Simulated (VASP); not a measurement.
# MgS (P1) in VASP: further runs

Runs on MgS. Level: PBEsol. Tasks: single point.

All numbers are computed with VASP 6.6.1; they aren't measurements. Logs are shortened: lines on timing, memory, paths and dates and some standing lists are left out, and cuts for length are marked.

**1. The cell of the first run**

The typed cell holds 16 atoms: a = 7.358 Å, b = 7.358 Å, c = 7.358 Å, α = 60.00°, β = 60.00°, γ = 60.00°.

**2. Single point, PBEsol**

Input file INCAR:

```
SYSTEM = MgS
ALGO = Normal ; EDIFF = 1E-6
ENCUT = 520 ; GGA = PS
GGA_COMPAT = .False. ; ISIF = 2
ISMEAR = -1 ; LASPH = .True.
LCHARG = .True. ; LELF = .True.
LREAL = .False. ; LVHAR = .True.
LWAVE = .False. ; NBANDS = 46
NELM = 120 ; PREC = Accurate
SIGMA = 0.112
```

Input file KPOINTS:

```
k-points
0
Gamma
  2 2 2
  0 0 0
```

Input file POSCAR:

```
MgS
1.0
    0.0000000000      5.2030354798      5.2030354798
    5.2030354798      0.0000000000      5.2030354798
    5.2030354798      5.2030354798      0.0000000000
Mg S
8 8
Direct
   -0.0082264478     -0.0077709445      0.0091136223
   -0.0276648123     -0.0112522777      0.5144933204
    0.0196061511      0.4965827179     -0.0268161731
   -0.0215348330      0.4813154763      0.5190307678
    0.5039326582     -0.0121904800      0.0074987957
    0.5206575105     -0.0341834110      0.5205971611
    0.4833564003      0.5349566634     -0.0047667367
    0.5323873940      0.4765711304      0.5098430542
    0.2555840730      0.2372570790      0.2690375658
    0.2549088902      0.2396916194      0.7610549679
    0.2469316239      0.7432678510      0.2521314731
    0.2525622793      0.7624940317      0.7195052800
    0.7466294464      0.2717531921      0.2451879302
    0.7436016946      0.2799775257      0.7455236496
    0.7534652637      0.7787631885      0.2352994718
    0.7427958189      0.7624376223      0.7408627166
```

Potentials or basis: VASP PAW PBE potentials, release 64 (Mg, S).

Started as:

```console
cat potpaw_PBE.64/Mg/POTCAR potpaw_PBE.64/S/POTCAR > POTCAR
mpirun -np 1 vasp_std > vasp.out
```

OUTCAR:

```text
SYSTEM = MgS
   EDIFF = 1E-6
   ENCUT = 520
   GGA = PS
   ISIF = 2
   ISMEAR = -1
   LASPH = .True.
   LREAL = .False.
   NELM = 120
   PREC = Accurate

 ion  position               nearest neighbor table
   1  0.992  0.992  0.009-  15 2.35  11 2.59  10 2.66  14 2.67  13 2.69  12 2.71   7 3.50   4 3.60
                             5 3.61   6 3.62   2 3.64
   2  0.972  0.989  0.514-  16 2.37  12 2.54  13 2.59  11 2.65  14 2.74   9 2.77   6 3.39   8 3.43
                             3 3.51   5 3.54   1 3.64
   3  0.020  0.497  0.973-  10 2.45  12 2.60  13 2.60  16 2.66   9 2.78  15 2.83   2 3.51   4 3.56
                             8 3.60   7 3.65
   4  0.978  0.481  0.519-  14 2.27   9 2.58  16 2.63  15 2.67  10 2.70  11 2.76   8 3.33   6 3.47
                             3 3.56   7 3.59   1 3.60
   5  0.504  0.988  0.007-  15 2.49  16 2.56  10 2.58  11 2.61   9 2.66  14 2.77   7 3.46   2 3.54
                             6 3.61   1 3.61   8 3.63
   6  0.521  0.966  0.521-  16 2.31  12 2.48  15 2.48  10 2.68   9 2.69  13 2.78   7 3.34   2 3.39
                             4 3.47   8 3.60   5 3.61   1 3.62
   7  0.483  0.535  0.995-  11 2.43  16 2.54  14 2.63  12 2.65  13 2.67   9 2.75   6 3.34   5 3.46
                             1 3.50   4 3.59   8 3.63   3 3.65
   8  0.532  0.477  0.510-  14 2.34  13 2.46  12 2.60  10 2.68  15 2.74  11 2.83   4 3.33   2 3.43
                             6 3.60   3 3.60   7 3.63   5 3.63
   9  0.256  0.237  0.269-   4 2.58   5 2.66   6 2.69   7 2.75   2 2.77   3 2.78
  10  0.255  0.240  0.761-   3 2.45   5 2.58   1 2.66   6 2.68   8 2.68   4 2.70
  11  0.247  0.743  0.252-   7 2.43   1 2.59   5 2.61   2 2.65   4 2.76   8 2.83
  12  0.253  0.762  0.720-   6 2.48   2 2.54   3 2.60   8 2.60   7 2.65   1 2.71
  13  0.747  0.272  0.245-   8 2.46   2 2.59   3 2.60   7 2.67   1 2.69   6 2.78
  14  0.744  0.280  0.746-   4 2.27   8 2.34   7 2.63   1 2.67   2 2.74   5 2.77
  15  0.753  0.779  0.235-   1 2.35   6 2.48   5 2.49   4 2.67   8 2.74   3 2.83
  16  0.743  0.762  0.741-   6 2.31   2 2.37   7 2.54   5 2.56   4 2.63   3 2.66

  LATTYP: Found a face centered cubic cell.
 ALAT       =    10.4060709596

  Lattice vectors:

 A1 = (   0.0000000000,   5.2030354798,   5.2030354798)
 A2 = (   5.2030354798,   0.0000000000,   5.2030354798)
 A3 = (   5.2030354798,   5.2030354798,   0.0000000000)

Analysis of symmetry for initial positions (statically):
=====================================================================
 Subroutine PRICEL returns:
 Original cell was already a primitive cell.

 Routine SETGRP: Setting up the symmetry group for a
 face centered cubic supercell.

 Subroutine GETGRP returns: Found  1 space group operations
 (whereof  1 operations were pure point group operations)
 out of a pool of 48 trial point group operations.

The static configuration has the point symmetry C_1 .

Analysis of symmetry for dynamics (positions and initial velocities):
=====================================================================
 Subroutine PRICEL returns:
 Original cell was already a primitive cell.

 Routine SETGRP: Setting up the symmetry group for a
 face centered cubic supercell.

 Subroutine GETGRP returns: Found  1 space group operations
 (whereof  1 operations were pure point group operations)
 out of a pool of 48 trial point group operations.

The dynamic configuration has the point symmetry C_1 .

 Subroutine INISYM returns: Found  1 space group operations
 (whereof  1 operations are pure point group operations),
 and found     1 'primitive' translations

----------------------------------------------------------------------------------------

                                     Primitive cell

  volume of cell :     281.7088

  direct lattice vectors                    reciprocal lattice vectors
     0.000000000  5.203035480  5.203035480    -0.096097749  0.096097749  0.096097749
     5.203035480  0.000000000  5.203035480     0.096097749 -0.096097749  0.096097749
     5.203035480  5.203035480  0.000000000     0.096097749  0.096097749 -0.096097749

  length of vectors
     7.358203341  7.358203341  7.358203341     0.166446185  0.166446185  0.166446185

  position of ions in fractional coordinates (direct lattice)
     0.991773552  0.992229055  0.009113622
     0.972335188  0.988747722  0.514493320
     0.019606151  0.496582718  0.973183827
     0.978465167  0.481315476  0.519030768
     0.503932658  0.987809520  0.007498796
     0.520657511  0.965816589  0.520597161
[... 8 lines left out ...]
     0.753465264  0.778763189  0.235299472
     0.742795819  0.762437622  0.740862717

  ion indices of the primitive-cell ions
   primitive index   ion index
                 1           1
                 2           2
                 3           3
                 4           4
                 5           5
                 6           6
[... 8 lines left out ...]
                15          15
                16          16

----------------------------------------------------------------------------------------

 KPOINTS: k-points

Automatic generation of k-mesh.
 Grid dimensions read from file:
 generate k-points for:    2    2    2

 Generating k-lattice:

  Cartesian coordinates                     Fractional coordinates (reciprocal lattice)
    -0.048048875  0.048048875  0.048048875     0.500000000  0.000000000  0.000000000
     0.048048875 -0.048048875  0.048048875     0.000000000  0.500000000  0.000000000
     0.048048875  0.048048875 -0.048048875     0.000000000  0.000000000  0.500000000

  Length of vectors
     0.083223092  0.083223092  0.083223092

  Shift w.r.t. Gamma in fractional coordinates (k-lattice)
     0.000000000  0.000000000  0.000000000

 Subroutine IBZKPT returns following result:
 ===========================================

 Found      8 irreducible k-points:

 Following reciprocal coordinates:
            Coordinates               Weight
  0.000000  0.000000  0.000000      1.000000
  0.500000  0.000000  0.000000      1.000000
  0.000000  0.500000  0.000000      1.000000
  0.000000  0.000000  0.500000      1.000000
  0.500000  0.500000  0.500000      1.000000
  0.500000  0.500000  0.000000      1.000000
  0.000000  0.500000  0.500000      1.000000
  0.500000  0.000000  0.500000      1.000000
   k-points           NKPTS =      8   k-points in BZ     NKDIM =      8   number of bands    NBANDS=     46
   number of dos      NEDOS =    301   number of ions     NIONS =     16
   total plane-waves  NPLWV = 175616
   dimension x,y,z NGX =    56 NGY =   56 NGZ =   56
   dimension x,y,z NGXF=   112 NGYF=  112 NGZF=  112
   ions per type =               8   8
   NGX,Y,Z   is equivalent  to a cutoff of  12.65, 12.65, 12.65 a.u.
   NGXF,Y,Z  is equivalent  to a cutoff of  25.30, 25.30, 25.30 a.u.
 SYSTEM =  MgS
   PREC   = accura    normal or accurate (medium, high low for compatibility)
   ISTART =      0    job   : 0-new  1-cont  2-samecut
   ICHARG =      2    charge: 1-file 2-atom 10-const
   ISPIN  =      1    spin polarized calculation?
   LNONCOLLINEAR =      F non collinear calculations
   LSORBIT =      F    spin-orbit coupling
   LASPH  =      T    aspherical Exc in radial PAW
   ENCUT  =  520.0 eV  38.22 Ry    6.18 a.u.  13.68 13.68 13.68*2*pi/ulx,y,z
   NELM   =    120;   NELMIN=  2; NELMDL= -5     # of ELM steps
   EDIFF  = 0.1E-05   stopping-criterion for ELM
   LREAL  =      F    real-space projection
   EDIFFG = 0.1E-04   stopping-criterion for IOM
   NSW    =      0    number of steps for IOM
   IBRION =     -1    ionic relax: 0-MD 1-quasi-New 2-CG
   NFREE  =      0    steps in history (QN), initial steepest desc. (CG)
   ISIF   =      2    stress and relaxation
   ISYM   =      2    0-nonsym 1-usesym 2-fastsym
   POTIM  = 0.5000    time-step for ionic-motion
   TEBEG  =    0.0;   TEEND  =   0.0 temperature during run
   PSTRESS=    0.0 pullay stress
   NELECT =      64.0000    total number of electrons
   NUPDOWN=      -1.0000    fix difference up-down
   EMIN   =  10.00;   EMAX   =-10.00  energy-range for DOS
   EFERMI =   0.00;   METHOD = LEGACY
   ISMEAR =    -1;   SIGMA  =   0.11  broadening in eV -4-tet -1-fermi 0-gaus
   EFERMI_NEDOS =   21; number of points for ismear=-14 and -15
   IALGO  =     38    algorithm
   IMIX   =      4    mixing-type and parameters
     AMIX     =   0.40;   BMIX     =  1.00
     AMIX_MAG =   1.60;   BMIX_MAG =  1.00
  volume/ion in A,a.u.               =      17.61       118.82
  Fermi-wavevector in a.u.,A,eV,Ry     =   0.998929  1.887702 13.576703  0.997860
  Thomas-Fermi vector in A             =   2.131185
   LORBIT       =      0    0 simple, 1 ext, 2 COOP (PROOUT), +10 PAW based schemes
   GGA     = PS    functional components
   LHFCALC =     F    Hartree Fock is set to
   AEXX    =    0.0000 exact exchange contribution
   IVDW    =     0    specifies the selected vdW correction
   LEPSILON=     F    determine dielectric tensor
   LRPA    =     F    only Hartree local field effects (RPA)
 non-spin polarized calculation
  energy-cutoff  :      520.00
  volume of cell :      281.71
 maximum number of plane-waves:      7640
 NGX is ok and might be reduce to    56
   NGX = 27   NGY = 27   NGZ = 27

 number of electron      64.0000002 magnetization

 Free energy of the ion-electron system (eV)
  ---------------------------------------------------
  ext. energy  EPLUGINS =         0.00000000
  ---------------------------------------------------
  free energy    TOTEN  =       -70.84730096 eV

  energy without entropy =      -70.84726003  energy(sigma->0) =      -70.84728050

 E-fermi :   5.2290     XC(G=0):  -9.8177

 val. band max:        4.0217241656   @ k =   0.0000   0.0000   0.0000
 cond. band min:       6.4114719076   @ k =   0.0000   0.0000   0.0000
 fundamental gap:      2.3897477420
 Fermi energy:         5.2289949158

 k-point     1 :       0.0000    0.0000    0.0000
  band No.  band energies     occupation
      1      -9.2108      2.00000
      2      -8.2006      2.00000
      3      -7.8612      2.00000
      4      -7.7109      2.00000
      5      -7.6189      2.00000
      6      -7.2284      2.00000
[... 36 lines left out ...]
     43       8.6325      0.00000
     44      10.3933      0.00000
[... 287 lines left out ...]
      3      -8.1169      2.00000
      4      -7.7807      2.00000
      5      -7.6874      2.00000
      6      -7.4952      2.00000
[... 36 lines left out ...]
     43      10.5895      0.00000
     44      10.7533      0.00000
 [bands above 44 left out]

------------------------ aborting loop because EDIFF is reached ----------------------------------------

  FORCE on cell =-STRESS in cart. coord.  units (eV):
  Direction    XX          YY          ZZ          XY          YZ          ZX
  --------------------------------------------------------------------------------------
  -------------------------------------------------------------------------------------
  Total        0.6570002      2.4949079      4.0612109      0.1558601      0.4259902      0.0616123
  in kB        3.7365925     14.1894230     23.0975421      0.8864314      2.4227566      0.3504109
  external PRESSURE =      13.6745192 kB  Pullay stress =       0.0000000 kB

 VOLUME and BASIS-vectors are now :
 -----------------------------------------------------------------------------
  energy-cutoff  :      520.00
  volume of cell :      281.71
      direct lattice vectors                 reciprocal lattice vectors
     0.000000000  5.203035480  5.203035480    -0.096097749  0.096097749  0.096097749
     5.203035480  0.000000000  5.203035480     0.096097749 -0.096097749  0.096097749
     5.203035480  5.203035480  0.000000000     0.096097749  0.096097749 -0.096097749

 POSITION                                       TOTAL-FORCE (eV/Angst)
 -----------------------------------------------------------------------------------
      5.21002      5.20765     10.32284         0.103868      0.228142      1.051289
      7.82142      7.73602     10.20358        -0.293587     -0.104986      1.719167
      7.64725      5.16552      2.68575         0.463135      0.779209     -0.217315
      5.20484      7.79152      7.59529        -0.788505      0.285777      1.944458
      5.17862      2.66100      7.76159         0.907459     -0.274711     -0.258626
      7.73386      5.41768      7.73418         0.463814     -2.137836      0.512870
[... 8 lines left out ...]
      5.27620      5.14458      7.97224        -0.711732      0.243937     -0.950138
      7.82173      7.71953      7.83178         0.041127      1.331943     -0.415642
 -----------------------------------------------------------------------------------
    total drift:                               -0.000067      0.000653     -0.000694

  FREE ENERGIE OF THE ION-ELECTRON SYSTEM (eV)
  ---------------------------------------------------
  free  energy   TOTEN  =       -70.8473009646 eV

  energy  without entropy=      -70.8472600321  energy(sigma->0) =      -70.84728050
```

Run time: 69 s. Hardware: 1 thread of Intel Xeon 6975P-C (Granite Rapids), shared host; peak memory 0.45 GiB.

What came out:

```yaml
Free_energy: -70.8473 eV
Pressure: 1.4 GPa
Largest_force: 2.247 eV/Å
Band_gap_on_the_k_mesh: 2.39 eV
```

Forces in eV/Å, atoms in the order of the input:
```
Mg   0.104  0.228  1.051
Mg  -0.294 -0.105  1.719
Mg   0.463  0.779 -0.217
Mg  -0.789  0.286  1.944
Mg   0.907 -0.275 -0.259
Mg   0.464 -2.138  0.513
Mg  -0.299  0.330 -1.066
Mg   0.169 -1.523 -0.224
S   -0.078 -0.562  0.176
S   -0.261 -0.118  0.017
S    0.385  0.001 -0.011
S    0.305  0.457 -0.707
S   -0.360  0.122  0.005
S   -0.046  0.941 -1.576
S   -0.712  0.244 -0.950
S    0.041  1.332 -0.416
```

Levels at points of the mesh, in eV from the valence-band top:
| k point | band 29 | band 30 | band 31 | band 32 | band 33 | band 34 | band 35 | band 36 |
| --- | --- | --- | --- | --- | --- | --- | --- | --- |
| (0.00, 0.00, 0.00) | -0.73 | -0.20 | -0.04 | 0.00 | 2.39 | 2.43 | 2.45 | 3.06 |
| (0.50, 0.00, 0.00) | -1.02 | -0.82 | -0.27 | -0.15 | 3.56 | 3.67 | 3.75 | 4.05 |
| (0.00, 0.50, 0.00) | -0.86 | -0.69 | -0.35 | -0.22 | 3.70 | 3.76 | 3.81 | 4.03 |
| (0.00, 0.00, 0.50) | -1.01 | -0.82 | -0.27 | -0.16 | 3.59 | 3.71 | 3.77 | 4.13 |
| (0.50, 0.50, 0.50) | -0.63 | -0.53 | -0.46 | -0.35 | 3.76 | 3.79 | 3.85 | 3.95 |
| (0.50, 0.50, 0.00) | -0.93 | -0.81 | -0.63 | -0.51 | 4.39 | 4.50 | 4.63 | 4.71 |
| (0.00, 0.50, 0.50) | -0.92 | -0.75 | -0.54 | -0.43 | 4.36 | 4.49 | 4.53 | 4.75 |
| (0.50, 0.00, 0.50) | -0.95 | -0.83 | -0.72 | -0.43 | 4.31 | 4.52 | 4.65 | 4.75 |

Caveat: the k points lie up to 0.52 Å⁻¹ apart; the atoms stand as in a frame of molecular dynamics; the PAW data sets were made with another functional, which shifts forces and pressure a little.

**3. Single point, PBEsol**

Input file INCAR:

```
SYSTEM = MgS
PREC = Accurate
ENCUT = 520
EDIFF = 1E-6
ISMEAR = -1
SIGMA = 0.112
LREAL = .False.
LASPH = .True.
NELM = 120
ALGO = Normal
ISIF = 2
LWAVE = .False.
LCHARG = .False.
GGA = PS
NBANDS = 46
GGA_COMPAT = .False.
```

Input file KPOINTS:

```
regular mesh
0
Gamma
  2 2 2
  0 0 0
```

Input file POSCAR:

```
MgS
1.0
    0.0000000000      5.2030354798      5.2030354798
    5.2030354798      0.0000000000      5.2030354798
    5.2030354798      5.2030354798      0.0000000000
Mg S
8 8
Direct
   -0.0118189661     -0.0015985861      0.0056095139
   -0.0244526489     -0.0147156406      0.5072896409
    0.0362019442      0.4789998088     -0.0352319335
   -0.0079449775      0.4764176623      0.5050578667
    0.4842856655     -0.0104090199      0.0249705197
    0.5017542183     -0.0204232703      0.5090192082
    0.4776799062      0.5182352706      0.0132364079
    0.5541041400      0.4605049320      0.5032242256
    0.2574539430      0.2220534541      0.2892551869
    0.2609260508      0.2290706078      0.7528840645
    0.2532240084      0.7292438260      0.2643404039
    0.2423450705      0.7656822667      0.7084881536
    0.7576749217      0.2849850834      0.2393865091
    0.7141382207      0.2797316116      0.7744168795
    0.7682039678      0.7833578141      0.2329910116
    0.7446768363      0.7682190551      0.7492535877
```

Potentials or basis: VASP PAW PBE potentials, release 64 (Mg, S).

Started as:

```console
cat potpaw_PBE.64/Mg/POTCAR potpaw_PBE.64/S/POTCAR > POTCAR
mpirun -np 1 vasp_std > vasp.out
```

Run time: 69 s. Hardware: 1 thread of Intel Xeon 6975P-C (Granite Rapids), shared host; peak memory 0.45 GiB.

The run converged. Its results:

| Property | Result |
| --- | --- |
| Free energy | -70.6230 eV |
| Pressure | 2.0 GPa |
| Largest force | 2.117 eV/Å |
| Band gap on the k mesh | 2.66 eV |

Forces on the atoms (eV/Å):
```
Mg  -0.229  0.214  1.474
Mg  -0.184 -0.045  1.145
Mg   0.791  0.021  0.270
Mg   0.360  0.133  0.651
Mg  -0.016  0.107  0.017
Mg   0.137  0.204  0.251
Mg  -0.196 -0.053 -0.126
Mg   1.202 -1.739 -0.124
S   -0.287 -1.448  0.365
S    0.020 -0.038 -0.124
S    0.256 -0.324  0.105
S    0.334  1.279 -0.725
S   -1.163  0.180 -0.247
S   -0.376  1.141 -0.033
S   -0.486  0.209 -1.842
S   -0.162  0.160 -1.056
```

Stress tensor (GPa, compression positive):
```
2.40 0.22 0.03
0.22 1.54 0.01
0.03 0.01 2.21
```

Levels at points of the mesh, in eV from the valence-band top:
```csv
k point,band 28,band 29,band 30,band 31,band 32,band 33,band 34,band 35,band 36,band 37
"(0.00, 0.00, 0.00)",-0.67,-0.63,-0.20,-0.08,0.00,2.66,2.84,2.88,3.33,3.98
"(0.50, 0.00, 0.00)",-1.05,-0.69,-0.53,-0.27,-0.13,3.89,3.93,4.12,4.19,4.26
"(0.00, 0.50, 0.00)",-1.13,-0.61,-0.49,-0.45,-0.17,4.00,4.08,4.24,4.27,4.30
"(0.00, 0.00, 0.50)",-1.15,-0.57,-0.49,-0.35,-0.26,4.07,4.14,4.18,4.27,4.34
"(0.50, 0.50, 0.50)",-1.20,-0.54,-0.47,-0.34,-0.27,3.98,4.05,4.25,4.28,4.31
"(0.50, 0.50, 0.00)",-1.04,-0.82,-0.70,-0.55,-0.43,4.62,4.64,4.85,4.90,5.08
"(0.00, 0.50, 0.50)",-1.08,-0.74,-0.72,-0.57,-0.40,4.60,4.66,4.92,4.94,5.06
"(0.50, 0.00, 0.50)",-1.03,-0.82,-0.75,-0.59,-0.46,4.64,4.72,4.93,4.99,5.21
```

Caveat: the k points lie up to 0.52 Å⁻¹ apart; the atoms stand as in a frame of molecular dynamics; the PAW data sets were made with another functional, which shifts forces and pressure a little.

(Continued in part 2 of 2.)
